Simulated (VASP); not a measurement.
# RbBr (Pm-3m) in VASP: further runs

The runs below take RbBr through single point, with PBE.

Everything below comes from runs of VASP 6.6.1. Logs are shortened: lines on timing, memory, paths and dates and some standing lists are left out, and cuts for length are marked.

## 1. The cell of the first run

It takes space group Pm-3m (No. 221, cubic). The conventional cell has a = 4.193 Å, b = 4.193 Å, c = 4.193 Å, α = 90.00°, β = 90.00°, γ = 90.00°. Rb (site symmetry m-3m) has 8 Br at 3.63 Å and 6 Rb at 4.19 Å within 4.8 Å. Br (site symmetry m-3m) has 8 Rb at 3.63 Å and 6 Br at 4.19 Å within 4.8 Å.

## 2. Single point, PBE

INCAR reads:

```
SYSTEM = RbBr
PREC = Accurate
ENCUT = 520
EDIFF = 1E-6
ISMEAR = 0
SIGMA = 0.01
LREAL = .FALSE.
LASPH = .TRUE.
NELM = 60
ALGO = Normal
ISIF = 2
LWAVE = .FALSE.
LCHARG = .FALSE.
GGA = PE
NBANDS = 15
```

KPOINTS reads:

```
regular mesh
0
G
  6 6 6
  0 0 0
```

POSCAR reads:

```
RbBr
1.0
    4.1929020877      0.0000000000      0.0000000000
    0.0000000000      4.1929020877      0.0000000000
    0.0000000000      0.0000000000      4.1929020877
Rb Br
1 1
Direct
    0.0000000000      0.0000000000      0.0000000000
    0.5000000000      0.5000000000      0.5000000000
```

Potentials or basis: VASP PAW PBE potentials, release 64 (Rb_sv, Br).

On the command line:

```
$ cat potpaw_PBE.64/Rb_sv/POTCAR potpaw_PBE.64/Br/POTCAR > POTCAR
$ mpirun -np 1 vasp_std > vasp.out
```

OUTCAR:

```text
SYSTEM = RbBr
   PREC = Accurate
   ENCUT = 520
   EDIFF = 1E-6
   ISMEAR = 0
   LREAL = .FALSE.
   LASPH = .TRUE.
   NELM = 60
   ISIF = 2
   GGA = PE

 ion  position               nearest neighbor table
   1  0.000  0.000  0.000-   2 3.63   2 3.63   2 3.63   2 3.63   2 3.63   2 3.63   2 3.63   2 3.63

   2  0.500  0.500  0.500-   1 3.63   1 3.63   1 3.63   1 3.63   1 3.63   1 3.63   1 3.63   1 3.63

  LATTYP: Found a simple cubic cell.
 ALAT       =     4.1929020877

  Lattice vectors:

 A1 = (   4.1929020877,   0.0000000000,   0.0000000000)
 A2 = (   0.0000000000,   4.1929020877,   0.0000000000)
 A3 = (   0.0000000000,   0.0000000000,   4.1929020877)

Analysis of symmetry for initial positions (statically):
=====================================================================
 Subroutine PRICEL returns:
 Original cell was already a primitive cell.

 Routine SETGRP: Setting up the symmetry group for a
 simple cubic supercell.

 Subroutine GETGRP returns: Found 48 space group operations
[... 9 lines left out ...]

 Routine SETGRP: Setting up the symmetry group for a
 simple cubic supercell.

 Subroutine GETGRP returns: Found 48 space group operations
[... 11 lines left out ...]
                                     Primitive cell

  volume of cell :      73.7130

  direct lattice vectors                    reciprocal lattice vectors
     4.192902088  0.000000000  0.000000000     0.238498295  0.000000000  0.000000000
     0.000000000  4.192902088  0.000000000     0.000000000  0.238498295  0.000000000
     0.000000000  0.000000000  4.192902088     0.000000000  0.000000000  0.238498295

  length of vectors
     4.192902088  4.192902088  4.192902088     0.238498295  0.238498295  0.238498295

  position of ions in fractional coordinates (direct lattice)
     0.000000000  0.000000000  0.000000000
     0.500000000  0.500000000  0.500000000

  ion indices of the primitive-cell ions
   primitive index   ion index
                 1           1
                 2           2

----------------------------------------------------------------------------------------

 KPOINTS: regular mesh

Automatic generation of k-mesh.
 Grid dimensions read from file:
 generate k-points for:    6    6    6

 Generating k-lattice:

  Cartesian coordinates                     Fractional coordinates (reciprocal lattice)
     0.039749716  0.000000000  0.000000000     0.166666667  0.000000000  0.000000000
     0.000000000  0.039749716  0.000000000     0.000000000  0.166666667  0.000000000
     0.000000000  0.000000000  0.039749716     0.000000000  0.000000000  0.166666667

  Length of vectors
     0.039749716  0.039749716  0.039749716

  Shift w.r.t. Gamma in fractional coordinates (k-lattice)
     0.000000000  0.000000000  0.000000000

 Subroutine IBZKPT returns following result:
 ===========================================

 Found     20 irreducible k-points:

 Following reciprocal coordinates:
            Coordinates               Weight
  0.000000  0.000000  0.000000      1.000000
  0.166667  0.000000  0.000000      6.000000
  0.333333  0.000000  0.000000      6.000000
  0.500000  0.000000  0.000000      3.000000
  0.166667  0.166667  0.000000     12.000000
  0.333333  0.166667  0.000000     24.000000
[... 12 lines left out ...]
  0.500000  0.500000  0.333333      6.000000
  0.500000  0.500000  0.500000      1.000000
   k-points           NKPTS =     20   k-points in BZ     NKDIM =     20   number of bands    NBANDS=     15
   number of dos      NEDOS =    301   number of ions     NIONS =      2
   total plane-waves  NPLWV =  32768
   dimension x,y,z NGX =    32 NGY =   32 NGZ =   32
   dimension x,y,z NGXF=    64 NGYF=   64 NGZF=   64
   ions per type =               1   1
   NGX,Y,Z   is equivalent  to a cutoff of  12.69, 12.69, 12.69 a.u.
   NGXF,Y,Z  is equivalent  to a cutoff of  25.38, 25.38, 25.38 a.u.
 SYSTEM =  RbBr
   PREC   = accura    normal or accurate (medium, high low for compatibility)
   ISTART =      0    job   : 0-new  1-cont  2-samecut
   ICHARG =      2    charge: 1-file 2-atom 10-const
   ISPIN  =      1    spin polarized calculation?
   LNONCOLLINEAR =      F non collinear calculations
   LSORBIT =      F    spin-orbit coupling
   LASPH  =      T    aspherical Exc in radial PAW
   ENCUT  =  520.0 eV  38.22 Ry    6.18 a.u.   7.80  7.80  7.80*2*pi/ulx,y,z
   NELM   =     60;   NELMIN=  2; NELMDL= -5     # of ELM steps
   EDIFF  = 0.1E-05   stopping-criterion for ELM
   LREAL  =      F    real-space projection
   EDIFFG = 0.1E-04   stopping-criterion for IOM
   NSW    =      0    number of steps for IOM
   IBRION =     -1    ionic relax: 0-MD 1-quasi-New 2-CG
   NFREE  =      0    steps in history (QN), initial steepest desc. (CG)
   ISIF   =      2    stress and relaxation
   ISYM   =      2    0-nonsym 1-usesym 2-fastsym
   POTIM  = 0.5000    time-step for ionic-motion
   TEBEG  =    0.0;   TEEND  =   0.0 temperature during run
   PSTRESS=    0.0 pullay stress
   NELECT =      16.0000    total number of electrons
   NUPDOWN=      -1.0000    fix difference up-down
   EMIN   =  10.00;   EMAX   =-10.00  energy-range for DOS
   EFERMI =   0.00;   METHOD = LEGACY
   ISMEAR =     0;   SIGMA  =   0.01  broadening in eV -4-tet -1-fermi 0-gaus
   EFERMI_NEDOS =   21; number of points for ismear=-14 and -15
   IALGO  =     38    algorithm
   IMIX   =      4    mixing-type and parameters
     AMIX     =   0.40;   BMIX     =  1.00
     AMIX_MAG =   1.60;   BMIX_MAG =  1.00
  volume/ion in A,a.u.               =      36.86       248.72
  Fermi-wavevector in a.u.,A,eV,Ry     =   0.983860  1.859226 13.170182  0.967981
  Thomas-Fermi vector in A             =   2.115050
   LORBIT       =      0    0 simple, 1 ext, 2 COOP (PROOUT), +10 PAW based schemes
   GGA     = PE    functional components
   LHFCALC =     F    Hartree Fock is set to
   AEXX    =    0.0000 exact exchange contribution
   IVDW    =     0    specifies the selected vdW correction
   LEPSILON=     F    determine dielectric tensor
   LRPA    =     F    only Hartree local field effects (RPA)
 non-spin polarized calculation
 Gauss-broadening in eV      SIGMA  =   0.01
  energy-cutoff  :      520.00
  volume of cell :       73.71
 maximum number of plane-waves:      2008
 NGX is ok and might be reduce to    32
   NGX = 15   NGY = 15   NGZ = 15

 number of electron      16.0000001 magnetization

 Free energy of the ion-electron system (eV)
  ---------------------------------------------------
  ext. energy  EPLUGINS =         0.00000000
  ---------------------------------------------------
  free energy    TOTEN  =        -6.00520687 eV

  energy without entropy =       -6.00520687  energy(sigma->0) =       -6.00520687

 E-fermi :  -0.8308     XC(G=0):  -7.7253

 val. band max:       -0.8878146094   @ k =   0.5000   0.5000   0.0000
 cond. band min:       3.0364374801   @ k =   0.0000   0.0000   0.0000
 fundamental gap:      3.9242520896
 Fermi energy:        -0.8308490363

 k-point     1 :       0.0000    0.0000    0.0000
  band No.  band energies     occupation
      1     -26.0665      2.00000
      2     -13.4287      2.00000
      3     -10.0572      2.00000
      4     -10.0572      2.00000
      5     -10.0572      2.00000
      6      -1.0387      2.00000
      7      -1.0387      2.00000
      8      -1.0387      2.00000
      9       3.0364      0.00000
     10       4.7407      0.00000
     11       4.7407      0.00000
     12       8.9060      0.00000
     13       8.9060      0.00000
     14       8.9060      0.00000
     15      11.5706      0.00000

 k-point     2 :       0.1667    0.0000    0.0000
  band No.  band energies     occupation
      1     -26.0624      2.00000
      2     -13.4256      2.00000
      3     -10.0911      2.00000
      4     -10.0475      2.00000
      5     -10.0475      2.00000
      6      -1.4966      2.00000
      7      -1.0517      2.00000
      8      -1.0517      2.00000
      9       3.6607      0.00000
     10       4.9410      0.00000
     11       5.2866      0.00000
     12       8.7766      0.00000
     13       8.7766      0.00000
     14       9.0508      0.00000
     15      10.3632      0.00000

 k-point     3 :       0.3333    0.0000    0.0000
  band No.  band energies     occupation
      1     -26.0542      2.00000
      2     -13.4210      2.00000
      3     -10.1523      2.00000
      4     -10.0279      2.00000
      5     -10.0279      2.00000
      6      -2.1956      2.00000
      7      -1.0790      2.00000
      8      -1.0790      2.00000
      9       4.9490      0.00000
     10       5.4946      0.00000
     11       6.3428      0.00000
     12       8.6893      0.00000
     13       8.6893      0.00000
     14       8.6967      0.00000
     15       9.4063      0.00000

 k-point     4 :       0.5000    0.0000    0.0000
  band No.  band energies     occupation
      1     -26.0501      2.00000
      2     -13.4196      2.00000
      3     -10.1796      2.00000
      4     -10.0180      2.00000
      5     -10.0180      2.00000
      6      -2.4851      2.00000
      7      -1.0934      2.00000
      8      -1.0934      2.00000
      9       5.9795      0.00000
     10       5.9887      0.00000
     11       6.4896      0.00000
     12       7.8121      0.00000
     13       8.7763      0.00000
     14       8.7763      0.00000
     15       9.6401      0.00000
[... 235 lines left out ...]
 k-point    18 :       0.5000    0.3333    0.3333
  band No.  band energies     occupation
      1     -26.0276      2.00000
      2     -13.2222      2.00000
      3     -10.2727      2.00000
      4     -10.2126      2.00000
      5     -10.1954      2.00000
      6      -2.0459      2.00000
      7      -1.8888      2.00000
      8      -1.7452      2.00000
      9       6.0384      0.00000
     10       6.7428      0.00000
     11       6.7564      0.00000
     12       7.9556      0.00000
     13       8.0357      0.00000
     14       8.3690      0.00000
     15      10.8622      0.00000

 k-point    19 :       0.5000    0.5000    0.3333
  band No.  band energies     occupation
      1     -26.0239      2.00000
      2     -13.1942      2.00000
      3     -10.2701      2.00000
      4     -10.2701      2.00000
      5     -10.1891      2.00000
      6      -2.0534      2.00000
      7      -2.0534      2.00000
      8      -1.8542      2.00000
      9       6.1796      0.00000
     10       7.0527      0.00000
     11       7.0527      0.00000
     12       7.4600      0.00000
     13       8.6318      0.00000
     14       8.6318      0.00000
     15      10.8578      0.00000

 k-point    20 :       0.5000    0.5000    0.5000
  band No.  band energies     occupation
      1     -26.0202      2.00000
      2     -13.1710      2.00000
      3     -10.2528      2.00000
      4     -10.2528      2.00000
      5     -10.2528      2.00000
      6      -2.1108      2.00000
      7      -2.1108      2.00000
      8      -2.1108      2.00000
      9       7.1791      0.00000
     10       7.1791      0.00000
     11       7.1791      0.00000
     12       8.2395      0.00000
     13       8.2395      0.00000
     14       8.2395      0.00000
     15      10.9734      0.00000

------------------------ aborting loop because EDIFF is reached ----------------------------------------

  FORCE on cell =-STRESS in cart. coord.  units (eV):
  Direction    XX          YY          ZZ          XY          YZ          ZX
  --------------------------------------------------------------------------------------
  -------------------------------------------------------------------------------------
  Total        0.0301934      0.0301934      0.0301934     -0.0000000     -0.0000000      0.0000000
  in kB        0.6562646      0.6562646      0.6562646     -0.0000000     -0.0000000      0.0000000
  external PRESSURE =       0.6562646 kB  Pullay stress =       0.0000000 kB

 VOLUME and BASIS-vectors are now :
 -----------------------------------------------------------------------------
  energy-cutoff  :      520.00
  volume of cell :       73.71
      direct lattice vectors                 reciprocal lattice vectors
     4.192902088  0.000000000  0.000000000     0.238498295  0.000000000  0.000000000
     0.000000000  4.192902088  0.000000000     0.000000000  0.238498295  0.000000000
     0.000000000  0.000000000  4.192902088     0.000000000  0.000000000  0.238498295

 POSITION                                       TOTAL-FORCE (eV/Angst)
 -----------------------------------------------------------------------------------
      0.00000      0.00000      0.00000         0.000000      0.000000      0.000000
      2.09645      2.09645      2.09645         0.000000      0.000000      0.000000
 -----------------------------------------------------------------------------------
    total drift:                                0.000000      0.000000     -0.000000

  FREE ENERGIE OF THE ION-ELECTRON SYSTEM (eV)
  ---------------------------------------------------
  free  energy   TOTEN  =        -6.0052068750 eV

  energy  without entropy=       -6.0052068750  energy(sigma->0) =       -6.00520687
```

Wall time 19 s (1 thread of Intel Xeon Platinum 8259CL at 2.50GHz (Skylake/Cascade Lake), shared host); peak memory 0.18 GiB.

What came out:

```yaml
Free_energy: -6.0052 eV
Pressure: 0.1 GPa
Band_gap_on_the_k_mesh: 3.92 eV, indirect (least direct gap 4.08 eV)
```

Levels at points of the mesh, in eV from the valence-band top:
```
           k point  band 5  band 6  band 7  band 8  band 9  band 10  band 11  band 12
(0.00, 0.00, 0.00)   -9.17   -0.15   -0.15   -0.15    3.92     5.63     5.63     9.79
(0.50, 0.00, 0.00)   -9.13   -1.60   -0.21   -0.21    6.87     6.88     7.38     8.70
(0.50, 0.50, 0.00)   -9.10   -0.99   -0.99    0.00    5.29     6.17     7.92     7.92
(0.50, 0.50, 0.50)   -9.37   -1.22   -1.22   -1.22    8.07     8.07     8.07     9.13
```

## 3. Single point, PBE (volume changed by +3%)

INCAR reads:

```
PREC = Accurate
ENCUT = 520
EDIFF = 1E-7
ISMEAR = 0
SIGMA = 0.01
LREAL = F
LASPH = T
NELM = 80
ALGO = Normal
ISIF = 2
LWAVE = F
LCHARG = F
GGA = PE
NBANDS = 15
```

KPOINTS reads:

```
Automatic mesh
0
Gamma
  6 6 6
```

POSCAR reads:

```
RbBr
1.0
    4.2344186698      0.0000000000      0.0000000000
    0.0000000000      4.2344186698      0.0000000000
    0.0000000000      0.0000000000      4.2344186698
Rb Br
1 1
Direct
    0.0000000000      0.0000000000      0.0000000000
    0.5000000000      0.5000000000      0.5000000000
```

Potentials or basis: VASP PAW PBE potentials, release 64 (Rb_sv, Br).

On the command line:

```
$ cat potpaw_PBE.64/Rb_sv/POTCAR potpaw_PBE.64/Br/POTCAR > POTCAR
$ mpirun -np 1 vasp_std > vasp.out
```

Run time: 16 s. Hardware: 1 thread of Intel Xeon Platinum 8259CL at 2.50GHz (Skylake/Cascade Lake), shared host; peak memory 0.18 GiB.

The run converged. Its results:

```
Free energy            : -6.0034 eV
Pressure               : -0.3 GPa
Band gap on the k mesh : 3.83 eV, indirect (least direct gap 3.98 eV)
```

Levels at points of the mesh, in eV from the valence-band top:
| k point | band 5 | band 6 | band 7 | band 8 | band 9 | band 10 | band 11 | band 12 |
| --- | --- | --- | --- | --- | --- | --- | --- | --- |
| (0.00, 0.00, 0.00) | -9.22 | -0.15 | -0.15 | -0.15 | 3.83 | 5.65 | 5.65 | 9.71 |
| (0.50, 0.00, 0.00) | -9.19 | -1.53 | -0.19 | -0.19 | 6.75 | 6.85 | 7.22 | 8.69 |
| (0.50, 0.50, 0.00) | -9.16 | -0.96 | -0.96 | 0.00 | 5.27 | 6.14 | 7.89 | 7.89 |
| (0.50, 0.50, 0.50) | -9.40 | -1.16 | -1.16 | -1.16 | 7.97 | 7.97 | 7.97 | 8.99 |

## 4. Single point, PBE (volume changed by +6%)

INCAR reads:

```
  PREC = Accurate
  ENCUT = 520
  EDIFF = 1E-6
  ISMEAR = 0
  SIGMA = 0.01
  LREAL = F
  LASPH = T
  NELM = 80
  ALGO = Normal
  ISIF = 2
  LWAVE = F
  LCHARG = F
  GGA = PE
  NBANDS = 15
```

KPOINTS reads:

```
regular mesh
0
Gamma
  6 6 6
```

POSCAR reads:

```
RbBr
1.0
    4.2751367318      0.0000000000      0.0000000000
    0.0000000000      4.2751367318      0.0000000000
    0.0000000000      0.0000000000      4.2751367318
Rb Br
1 1
Direct
    0.0000000000      0.0000000000      0.0000000000
    0.5000000000      0.5000000000      0.5000000000
```

On the command line:

```
$ cat potpaw_PBE.64/Rb_sv/POTCAR potpaw_PBE.64/Br/POTCAR > POTCAR
$ mpirun -np 1 vasp_std > vasp.out
```

Run time: 16 s. Hardware: 1 thread of Intel Xeon Platinum 8259CL at 2.50GHz (Skylake/Cascade Lake), shared host; peak memory 0.18 GiB.

It converged, with:

* Free energy: -5.9966 eV
* Pressure: -0.7 GPa
* Band gap on the k mesh: 3.75 eV, indirect (least direct gap 3.90 eV)

Levels at points of the mesh, in eV from the valence-band top:
| k point | band 5 | band 6 | band 7 | band 8 | band 9 | band 10 | band 11 | band 12 |
| --- | --- | --- | --- | --- | --- | --- | --- | --- |
| (0.00, 0.00, 0.00) | -9.28 | -0.15 | -0.15 | -0.15 | 3.75 | 5.67 | 5.67 | 9.62 |
| (0.50, 0.00, 0.00) | -9.25 | -1.46 | -0.18 | -0.18 | 6.62 | 6.83 | 7.07 | 8.68 |
| (0.50, 0.50, 0.00) | -9.22 | -0.93 | -0.93 | 0.00 | 5.25 | 6.11 | 7.86 | 7.86 |
| (0.50, 0.50, 0.50) | -9.44 | -1.10 | -1.10 | -1.10 | 7.87 | 7.87 | 7.87 | 8.86 |

 A k mesh can miss the band edges.

## 5. The runs side by side

| cell | gap on the mesh (eV) | pressure (GPa) |
| --- | --- | --- |
| a = 4.193 Å, 2 atoms | 3.92 | 0.1 |
| a = 4.234 Å, 2 atoms | 3.83 | -0.3 |
| a = 4.275 Å, 2 atoms | 3.75 | -0.7 |

Alike in all rows: task single point; level PBE; potentials or basis VASP PAW PBE potentials, release 64 (Rb_sv, Br); no spin polarisation; k mesh 6 × 6 × 6; cutoff (eV) 520; smearing gaussian 0.01 eV.

Total energies depend on the potentials used, so only differences within one code and one set of settings carry meaning.
